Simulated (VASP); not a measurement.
ZnSe (Stilleite), 2 atoms in the cell. The structure is cubic, space group F-43m (No. 216). The conventional cell has a = 5.665 Å, b = 5.665 Å, c = 5.665 Å, α = 90.00°, β = 90.00°, γ = 90.00°. Within 3.2 Å of Zn (site symmetry -43m) lie 4 Se at 2.45 Å. Se (site symmetry -43m) has 4 Zn at 2.45 Å within 3.2 Å. 

```yaml
Program: VASP 6.6.1
Task: single point
Functional: PBE
Potentials_or_basis: VASP PAW PBE potentials, release 64 (Zn, Se)
Cutoff: 520 eV
k_mesh: 6 × 6 × 6
Occupations: gaussian, width 0.01 eV
Spin: no spin polarisation
Dipole_correction: no
Further_INCAR_settings: ALGO = Normal; EDIFF = 1e-07; NBANDS = 16
```

Potentials or basis: VASP PAW PBE potentials, release 64 (Zn, Se).

Run with:

```sh
$ cat potpaw_PBE.64/Zn/POTCAR potpaw_PBE.64/Se/POTCAR > POTCAR
$ mpirun -np 1 vasp_std > vasp.out
```

Hardware: 1 thread of Intel(R) Xeon(R) 6975P-C (Granite Rapids), with other jobs on the host.

Question: How long does it take, and how much memory?

Answer: It took 8 s on 1 thread of Intel(R) Xeon(R) 6975P-C (Granite Rapids) (shared host), peak memory 0.16 GiB. Counts: scf iterations 14, k points 16.
